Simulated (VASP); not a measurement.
# CuSi16 (a cell with a defect) in VASP: single point with PBE+D3(BJ)

Aim: the single point of CuSi16 (a cell with a defect) with PBE+D3(BJ).

Program: VASP 6.6.1. These are calculated values, not measurements. Logs are shortened: lines on timing, memory, paths and dates and some standing lists are left out, and cuts for length are marked.

### Step 1. The cell of the first run

The cell holds a defect, 17 atoms: a = 7.679 Å, b = 7.679 Å, c = 7.679 Å, α = 60.00°, β = 60.00°, γ = 60.00°.

### Step 2. Single point, PBE+D3(BJ)

Contents of INCAR:

```
SYSTEM = CuSi16
PREC = Accurate ; ENCUT = 520
EDIFF = 1E-6 ; ISMEAR = 0
SIGMA = 0.05 ; LREAL = Auto
LASPH = .TRUE. ; NELM = 60
ALGO = Normal ; ISIF = 2
LWAVE = .FALSE. ; LCHARG = .FALSE.
GGA = PE ; IVDW = 12
NELECT = 74.0 ; NBANDS = 52
```

Contents of KPOINTS:

```
Automatic mesh
0
G
  2 2 2
  0 0 0
```

Contents of POSCAR:

```
CuSi16
1.0
    0.0000000000      5.4300000000      5.4300000000
    5.4300000000      0.0000000000      5.4300000000
    5.4300000000      5.4300000000      0.0000000000
Si Cu
16 1
Direct
   -0.0003788214     -0.0190014733      0.0073808471
    0.1318409761      0.1190295580      0.1293704420
    0.0059949355     -0.0031877532      0.5005973297
    0.1241922652      0.1160526703      0.6363677716
   -0.0002836096      0.5114585635      0.0063239411
    0.1143144567      0.6102435543      0.1634709945
   -0.0145238490      0.4893111418      0.5352897790
    0.1243341621      0.6235774401      0.6353326888
    0.4999752302      0.0155872007     -0.0312291897
    0.6156728361      0.1137953039      0.1255571823
    0.4955446593      0.0000859116      0.4965275322
    0.6336406998      0.1350097606      0.5970069982
    0.4828847145      0.5059801105      0.0042930018
    0.6158122468      0.6447595764      0.1247043278
    0.4957062615      0.5085438306      0.4957513812
    0.6131680479      0.6269612339      0.6329827808
    0.8080627993      0.3134570902      0.0640931860
```

Potentials or basis: VASP PAW PBE potentials, release 64 (Si, Cu).

Run with:

```sh
cat potpaw_PBE.64/Si/POTCAR potpaw_PBE.64/Cu/POTCAR > POTCAR
mpirun -np 1 vasp_std > vasp.out
```

OUTCAR:

```text
SYSTEM = CuSi16
   PREC = Accurate
   ENCUT = 520
   EDIFF = 1E-6
   ISMEAR = 0
   LREAL = Auto
   LASPH = .TRUE.
   NELM = 60
   ISIF = 2
   GGA = PE
   IVDW = 12
   NELECT = 74.0
 IVDW          = 12

 ion  position               nearest neighbor table
   1  1.000  0.981  0.007-   4 2.33   6 2.34  17 2.36  10 2.41   2 2.46
   2  0.132  0.119  0.129-   9 2.32   3 2.33  17 2.33   1 2.46   5 2.46
   3  0.006  0.997  0.501-   2 2.33   8 2.34   4 2.34  12 2.34
   4  0.124  0.116  0.636-   1 2.33  11 2.33   3 2.34   7 2.35
   5  1.000  0.511  0.006-   8 2.33   6 2.33  17 2.36  14 2.41   2 2.46
   6  0.114  0.610  0.163-  13 2.32   7 2.33   5 2.33   1 2.34
   7  0.985  0.489  0.535-   6 2.33  16 2.34   8 2.35   4 2.35
   8  0.124  0.624  0.635-   5 2.33  15 2.33   3 2.34   7 2.35
   9  0.500  0.016  0.969-   2 2.32  12 2.33  10 2.34  14 2.34
  10  0.616  0.114  0.126-  11 2.33   9 2.34  17 2.37   1 2.41  13 2.46
  11  0.496  0.000  0.497-  10 2.33   4 2.33  16 2.34  12 2.35
  12  0.634  0.135  0.597-   9 2.33   3 2.34  15 2.35  11 2.35
  13  0.483  0.506  0.004-   6 2.32  17 2.33  16 2.33  14 2.46  10 2.46
  14  0.616  0.645  0.125-  15 2.33   9 2.34  17 2.37   5 2.41  13 2.46
  15  0.496  0.509  0.496-  14 2.33   8 2.33  16 2.34  12 2.35
  16  0.613  0.627  0.633-  13 2.33  11 2.34  15 2.34   7 2.34
  17  0.808  0.313  0.064-  13 2.33   2 2.33   5 2.36   1 2.36  10 2.37  14 2.37

  LATTYP: Found a face centered cubic cell.
 ALAT       =    10.8600000000

  Lattice vectors:

 A1 = (   0.0000000000,   5.4300000000,   5.4300000000)
 A2 = (   5.4300000000,   0.0000000000,   5.4300000000)
 A3 = (   5.4300000000,   5.4300000000,   0.0000000000)

Analysis of symmetry for initial positions (statically):
=====================================================================
 Subroutine PRICEL returns:
 Original cell was already a primitive cell.

 Routine SETGRP: Setting up the symmetry group for a
 face centered cubic supercell.

 Subroutine GETGRP returns: Found  1 space group operations
 (whereof  1 operations were pure point group operations)
 out of a pool of 48 trial point group operations.

The static configuration has the point symmetry C_1 .

Analysis of symmetry for dynamics (positions and initial velocities):
=====================================================================
 Subroutine PRICEL returns:
 Original cell was already a primitive cell.

 Routine SETGRP: Setting up the symmetry group for a
 face centered cubic supercell.

 Subroutine GETGRP returns: Found  1 space group operations
[... 123 lines left out ...]
   ISYM   =      2    0-nonsym 1-usesym 2-fastsym
   POTIM  = 0.5000    time-step for ionic-motion
   TEBEG  =    0.0;   TEEND  =   0.0 temperature during run
   PSTRESS=    0.0 pullay stress
   NELECT =      74.0000    total number of electrons
   NUPDOWN=      -1.0000    fix difference up-down
   EMIN   =  10.00;   EMAX   =-10.00  energy-range for DOS
   EFERMI =   0.00;   METHOD = LEGACY
   ISMEAR =     0;   SIGMA  =   0.05  broadening in eV -4-tet -1-fermi 0-gaus
   EFERMI_NEDOS =   21; number of points for ismear=-14 and -15
   IALGO  =     38    algorithm
   IMIX   =      4    mixing-type and parameters
     AMIX     =   0.40;   BMIX     =  1.00
     AMIX_MAG =   1.60;   BMIX_MAG =  1.00
  volume/ion in A,a.u.               =      18.84       127.11
  Fermi-wavevector in a.u.,A,eV,Ry     =   1.004636  1.898488 13.732283  1.009294
  Thomas-Fermi vector in A             =   2.137265
   LORBIT       =      0    0 simple, 1 ext, 2 COOP (PROOUT), +10 PAW based schemes
   GGA     = PE    functional components
   LHFCALC =     F    Hartree Fock is set to
   AEXX    =    0.0000 exact exchange contribution
   IVDW    =    12    specifies the selected vdW correction
   LEPSILON=     F    determine dielectric tensor
   LRPA    =     F    only Hartree local field effects (RPA)
 non-spin polarized calculation
 Gauss-broadening in eV      SIGMA  =   0.05
  energy-cutoff  :      520.00
  volume of cell :      320.21
 maximum number of plane-waves:      8646
 NGX is ok and might be reduce to    60
   NGX = 29   NGY = 29   NGZ = 29

 number of electron      74.0000002 magnetization

 Free energy of the ion-electron system (eV)
  ---------------------------------------------------
  ext. energy  EPLUGINS =         0.00000000
  ---------------------------------------------------
  free energy    TOTEN  =       -94.16758357 eV

  energy without entropy =      -94.16710956  energy(sigma->0) =      -94.16734657

 E-fermi :   6.3969     XC(G=0):  -9.6145

 val. band max:        6.3083581836   @ k =   0.0000   0.0000   0.0000
 cond. band min:       6.4797641634   @ k =   0.0000   0.0000   0.0000
 fundamental gap:      0.1714059799
 Fermi energy:         6.3968844847

 k-point     1 :       0.0000    0.0000    0.0000
  band No.  band energies     occupation
      1      -5.9020      2.00000
      2      -3.5610      2.00000
      3      -3.5192      2.00000
      4      -3.4875      2.00000
      5      -3.4736      2.00000
      6      -1.9535      2.00000
[... 405 lines left out ...]
     48      10.4232      0.00000
     49      10.4749      0.00000
 [bands above 49 left out]

------------------------ aborting loop because EDIFF is reached ----------------------------------------

 Edisp (eV)   -5.67569

 E8    (eV) :    -2.3547

  FORCE on cell =-STRESS in cart. coord.  units (eV):
  Direction    XX          YY          ZZ          XY          YZ          ZX
  --------------------------------------------------------------------------------------
  -------------------------------------------------------------------------------------
  Total      -6.82334    -6.44545    -6.83252     0.07279    -0.07887    -1.18483
  in kB     -34.14115   -32.25036   -34.18707     0.36419    -0.39463    -5.92837
  external pressure =      -33.53 kB  Pullay stress =        0.00 kB

 VOLUME and BASIS-vectors are now :
 -----------------------------------------------------------------------------
  energy-cutoff  :      520.00
  volume of cell :      320.21
      direct lattice vectors                 reciprocal lattice vectors
     0.000000000  5.430000000  5.430000000    -0.092081031  0.092081031  0.092081031
     5.430000000  0.000000000  5.430000000     0.092081031 -0.092081031  0.092081031
     5.430000000  5.430000000  0.000000000     0.092081031  0.092081031 -0.092081031

 POSITION                                       TOTAL-FORCE (eV/Angst)
 -----------------------------------------------------------------------------------
      5.36690      5.46802     10.75476        -0.000739      0.013327     -0.000491
      1.34881      1.41838      1.36223        -0.017242     -0.003921      0.018505
      8.13093      2.75080      5.44524        -0.015354     -0.007399      0.011482
      4.08564      4.12984      1.30453         0.009255     -0.002357     -0.012469
      2.81156      5.46280      8.20568         0.004246      0.015253     -0.000724
      4.20127      1.50838      3.93435         0.005706      0.028997      0.003892
[... 9 lines left out ...]
      6.84150      6.76660      6.73390         0.015020     -0.002302     -0.018225
      2.05010      4.73581      6.08985        -0.012233      0.011339      0.018500
 -----------------------------------------------------------------------------------
    total drift:                                0.002532      0.001109     -0.003289

  FREE ENERGIE OF THE ION-ELECTRON SYSTEM (eV)
  ---------------------------------------------------
  free  energy   TOTEN  =       -99.8432772748 eV

  energy  without entropy=      -99.8428032664  energy(sigma->0) =      -99.84304027
```

stdout:

```text
POSCAR found type information on POSCAR SiCu
 POSCAR found :  2 types and      17 ions
 scaLAPACK will be used
 LDA part: xc-table for (Slater+PW92), standard interpolation
 POSCAR, INCAR and KPOINTS ok, starting setup
 FFT: planning ... GRIDC
 FFT: planning ... GRID_SOFT
 FFT: planning ... GRID
 WAVECAR not read
 entering main loop
 the old and the new charge density differ
 old charge density:    75.00000 new   74.00000
    0.213E+01
```

Wall time 6.1 min (1 thread of AMD EPYC 7R43 (Zen 3), shared host); peak memory 0.44 GiB.

What came out:

```yaml
Free_energy: -99.8433 eV
Largest_force: 0.037 eV/Å
Dispersion_energy_per_atom: -0.334 eV
```

Forces in eV/Å, atoms in the order of the input:
```
Si  -0.001  0.013  0.000
Si  -0.017 -0.004  0.019
Si  -0.015 -0.007  0.011
Si   0.009 -0.002 -0.012
Si   0.004  0.015 -0.001
Si   0.006  0.029  0.004
Si   0.023  0.005 -0.022
Si   0.013  0.002 -0.010
Si  -0.014  0.006  0.013
Si  -0.012 -0.006 -0.008
Si  -0.006 -0.017  0.005
Si  -0.019 -0.007  0.014
Si   0.025 -0.020 -0.017
Si   0.008 -0.002  0.006
Si  -0.008 -0.015  0.000
Si   0.015 -0.002 -0.018
Cu  -0.012  0.011  0.018
```

Levels at points of the mesh, in eV from the Fermi level:
| k point | band 35 | band 36 | band 37 | band 38 | band 39 | band 40 |
| --- | --- | --- | --- | --- | --- | --- |
| (0.00, 0.00, 0.00) | -0.48 | -0.10 | -0.09 | 0.08 | 0.13 | 0.54 |
| (0.50, 0.00, 0.00) | -0.97 | -0.90 | -0.67 | 0.70 | 1.06 | 1.12 |
| (0.00, 0.50, 0.00) | -1.00 | -0.91 | -0.72 | 0.69 | 1.05 | 1.09 |
| (0.00, 0.00, 0.50) | -0.90 | -0.59 | -0.41 | 0.57 | 1.03 | 1.47 |
| (0.50, 0.50, 0.50) | -0.99 | -0.91 | -0.72 | 0.69 | 1.05 | 1.09 |
| (0.50, 0.50, 0.00) | -1.47 | -1.45 | -1.17 | 0.73 | 0.83 | 1.92 |
| (0.00, 0.50, 0.50) | -1.47 | -1.45 | -1.17 | 0.73 | 0.84 | 1.92 |
| (0.50, 0.00, 0.50) | -1.48 | -1.47 | -1.11 | 0.74 | 0.81 | 1.91 |

Caveat: the k points lie up to 0.50 Å⁻¹ apart; the cell carries a net charge on a neutralising background, which shifts energy and pressure; the cell is charged against a uniform background, so pressure and absolute levels hang on convention.
